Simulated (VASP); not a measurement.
Runs of VASP 6.6.1 on S. The structure is that of space group Fm-3m (No. 225), or close to it. The cells are those of the table. 

```tsv
task	level	cell	cutoff (eV)	k mesh for the DOS	occupations for the DOS	gap on the mesh (eV)	pressure (GPa)
single point	PBEsol	a = 2.394 Å, angles 60.0°, 1 atom	520	-	-	none	(a)
single point	PBEsol	a = 2.265 Å, angles 60.0°, 1 atom	520	-	-	none	184.7
single point	PBEsol	a = 2.118 Å, angles 60.0°, 1 atom	520	-	-	none	357.7
single point	PBE	a = 2.511 Å, angles 60.0°, 1 atom	520	-	-	none	55.6
single point	PBEsol	a = 2.764 Å, angles 60.0°, 1 atom	520	-	-	none	0.0
single point	PBEsol	a = 2.618 Å, angles 60.0°, 1 atom	520	-	-	none	(b)
relaxation of cell and atoms	PBEsol	relaxed from a = 2.886 Å, angles 60.0°, 1 atom	600	-	-	none	0.0
single point	PBEsol	a = 2.717 Å, angles 60.0°, 1 atom	520	-	-	none	5.5
single point	PBEsol	a = 2.037 Å, angles 60.0°, 1 atom	520	-	-	none	(c)
single point	PBEsol	a = 2.511 Å, angles 60.0°, 1 atom	520	-	-	none	49.0
```

Alike in all rows: potentials or basis VASP PAW PBE potentials, release 64 (S); no spin polarisation; k mesh 18 × 18 × 18; smearing fermi-dirac 0.08 eV.

Estimate the missing entries.

(a) 96.5; (b) 21.8; (c) 510.8.

Caveats: the PAW data sets were made with another functional, which shifts forces and pressure a little (some runs).

A gap of «none» marks levels without a gap at the run's occupations.
